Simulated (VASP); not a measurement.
Write the native input for VASP 6.6.1 that does the following.

```
Task                   : single point
Functional             : PBE
Potentials or basis    : VASP PAW PBE potentials, release 64 (Al, H)
Cutoff                 : 520 eV
k mesh                 : 6 × 6 × 1
Occupations            : gaussian, width 0.1 eV
Spin                   : no spin polarisation
Dipole correction      : yes
Further INCAR settings : ALGO = Normal; EDIFF = 1e-06; NBANDS = 32
```

The structure of Al6H lies in POSCAR:

```
Al6H
1.0
    5.7143028096      0.0000000000      0.0000000000
   -2.8571514048      4.9487313980      0.0000000000
    0.0000000000      0.0000000000     22.6016424636
Al H
12 2
Direct
    0.3333333333      0.1666666667      0.1769782885
    0.3333333333      0.6666666667      0.1769782885
    0.8333333333      0.1666666667      0.1769782885
    0.8333333333      0.6666666667      0.1769782885
    0.1666666667      0.3333333333      0.2787817904
    0.1666666667      0.8333333333      0.2787817904
    0.6666666667      0.3333333333      0.2787817904
    0.6666666667      0.8333333333      0.2787817904
    0.0000000000      0.0000000000      0.3805759903
    0.0000000000      0.5000000000      0.3805759903
    0.5000000000      0.0000000000      0.3805759903
    0.5000000000      0.5000000000      0.3805759903
    0.1161273068      0.2322546137      0.4004860478
    0.3838726932      0.7677453863      0.4004860478
```

These files were run (other wordings do the same):

INCAR

```
SYSTEM = Al6H
PREC     = Accurate       ! precision mode
ENCUT    = 520            ! plane-wave cutoff, eV
EDIFF    = 1E-6           ! SCF threshold, eV
ISMEAR   = 0              ! smearing method
SIGMA    = 0.1            ! smearing width, eV
LREAL    = .FALSE.        ! projectors in reciprocal space
LASPH    = .TRUE.         ! aspherical terms in the spheres
NELM     = 80             ! most SCF steps
ALGO     = Normal         ! electronic algorithm
ISIF     = 2              ! what is computed and relaxed
LWAVE    = .FALSE.        ! write WAVECAR
LCHARG   = .FALSE.        ! write CHGCAR
LDIPOL   = .TRUE.       
IDIPOL   = 3            
DIPOL    = 0.5 0.5 0.296
GGA      = PE             ! functional
NBANDS   = 32             ! bands
```

KPOINTS

```
Automatic mesh
0
G
  6 6 1
  0 0 0
```

Potentials or basis: VASP PAW PBE potentials, release 64 (Al, H).

Command:

```console
$ cat potpaw_PBE.64/Al/POTCAR potpaw_PBE.64/H/POTCAR > POTCAR
$ mpirun -np 1 vasp_std > vasp.out
```

It gave:

```yaml
Largest_force: 10.767 eV/Å
Band_gap_on_the_k_mesh: zero (bands 19 and 20 overlap by 1.25 eV)
```

Wall time 16 min on 1 thread of Intel Xeon 8259CL, with other jobs on the host, peak memory 0.71 GiB.
